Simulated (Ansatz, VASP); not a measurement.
# One calculation of C, two programs

```
C
1.0
     1.26751   -2.19429    0.00000
     1.26751    2.19429    0.00000
     0.00000    0.00000    6.43136
C
4
Direct
  0.08331 0.91669 0.75000
  0.58331 0.41669 0.25000
  0.91669 0.08331 0.25000
  0.41669 0.58331 0.75000
```

Alike in both runs: task single point; functional PBE; dispersion D3(BJ); k mesh 24 × 24 × 8; occupations gaussian, width 0.15 eV; no spin polarisation.

```csv
,VASP,Ansatz
version,VASP 6.6.1,Ansatz 0.2.0
potentials or method,"VASP PAW PBE potentials, release 64 (C), cutoff 520 eV","scalar-relativistic, plane waves, PAW"
valence electrons in the cell,16,16
```

|  | VASP | Ansatz | Ansatz less VASP |
| --- | --- | --- | --- |
| gap on the k mesh at the Fermi level (eV) | none | none | - |
| pressure (GPa) | -21.0 | -21.4 | -0.40 |
| traceless stress, the component that is largest in VASP (GPa) | 23.70 | 24.16 | +0.462 |

A gap of «none» marks a metal or a gap that the smearing closes.
